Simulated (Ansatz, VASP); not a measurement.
## Two plane-wave programs on SiNi

```
CELL_PARAMETERS angstrom
2.79987 0.00000 0.00000
0.00000 2.79987 0.00000
0.00000 0.00000 2.79987
ATOMIC_POSITIONS crystal
Si 0.00000 0.00000 0.00000
Ni 0.50000 0.50000 0.50000
```

Alike in both runs: task relaxation of cell and atoms; functional r2SCAN; k mesh 20 × 20 × 20; occupations gaussian, width 0.1 eV; no spin polarisation.

|  | VASP | Ansatz |
| --- | --- | --- |
| version | VASP 6.6.1 | Ansatz 0.2.0 |
| potentials or method | VASP PAW PBE potentials, release 64 (Si, Ni), cutoff 600 eV | scalar-relativistic, plane waves, PAW |
| valence electrons in the cell | 14 | 22 |

```csv
,VASP,Ansatz,Ansatz less VASP
"gap on the k mesh at the Fermi level, each at its own relaxed structure (eV)",none,none,-
relaxed volume (Å³/atom),10.97,10.96,-0.011
relaxed length of the cell vector where the two differ most in proportion (Å),2.800,2.799,-0.0009
```

VASP's potentials were made for PBE, not for r2SCAN. A gap of «none» marks a metal or a gap that the smearing closes. VASP's potentials hold 14 valence electrons a cell and Ansatz's 22, so a difference there can come from the potentials and not from the codes.

Noted on VASP's run: the relaxation stopped at its first step, so nothing moved.
